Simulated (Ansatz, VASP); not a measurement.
Nb: VASP beside Ansatz

INCAR

```
ALGO     = Normal         # electronic algorithm
EDIFF    = 1E-8           # SCF threshold, eV
ENCUT    = 520            # plane-wave cutoff, eV
GGA      = PE             # functional
ISIF     = 2              # what is computed and relaxed
ISMEAR   = -1             # smearing method
LASPH    = True           # aspherical terms in the spheres
LCHARG   = False          # write CHGCAR
LEFG     = True         
LREAL    = False          # projectors in reciprocal space
LWAVE    = False          # write WAVECAR
NBANDS   = 12             # bands
NELM     = 100            # most SCF steps
PREC     = Accurate       # precision mode
SIGMA    = 0.08           # smearing width, eV
```

Contents of KPOINTS:

```
k-points
0
Gamma
  13 13 13
```

Contents of POSCAR:

```
Nb
1.0
   -0.0211500000      2.1044250000      2.1044250000
    2.1044250000     -0.0211500000      2.1044250000
    2.1044250000      2.1044250000     -0.0211500000
Nb
1
Direct
    0.0000000000      0.0000000000      0.0000000000
```

Input for Ansatz:

```yaml
crystal:
  lattice:
    - [-0.02115, 2.104425, 2.104425]
    - [2.104425, -0.02115, 2.104425]
    - [2.104425, 2.104425, -0.02115]
  atoms:
    - { symbol: Nb, position: [0.0, 0.0, 0.0] }
kpoints:
  mp_grid: { grid: [13, 13, 13] }
scf:
  occupations: { method: fermi_dirac, width: 0.08 }
hamiltonian:
  xc: pbe
  pseudopotentials: { kind: all_electron, datasets: crystal }
output:
  forces: true
  stress: true
  eigenvalues: true
  efg: { contact_densities: true }
```

Change from the starting cell: equal xy, yz and zx shear strains of -1 %, crystal datasets.

Alike in both runs: task electric field gradients; functional PBE; k mesh 13 × 13 × 13; occupations fermi-dirac, width 0.08 eV; no spin polarisation.

|  | VASP | Ansatz |
| --- | --- | --- |
| version | VASP 6.6.1 | Ansatz 0.2.0 |
| potentials or method | VASP PAW PBE potentials, release 64 (Nb_sv), cutoff 520 eV | all-electron PAW with datasets made for the crystal, scalar-relativistic |

VASP gave:

| Quantity | Value |
| --- | --- |
| pressure (GPa) | -1.4 |
| traceless stress, the component that is largest in VASP (GPa) | -0.37 |
| size of Vzz on the site where it differs most (V/Å²) | 2.3 |

Q: Estimate Ansatz's values.

A: Pressure (GPa): -1.1; traceless stress, the component that is largest in VASP (GPa): -0.39; size of Vzz on the site where it differs most (V/Å²): 1.6.

Ansatz ran all-electron here, and VASP with PAW potentials.
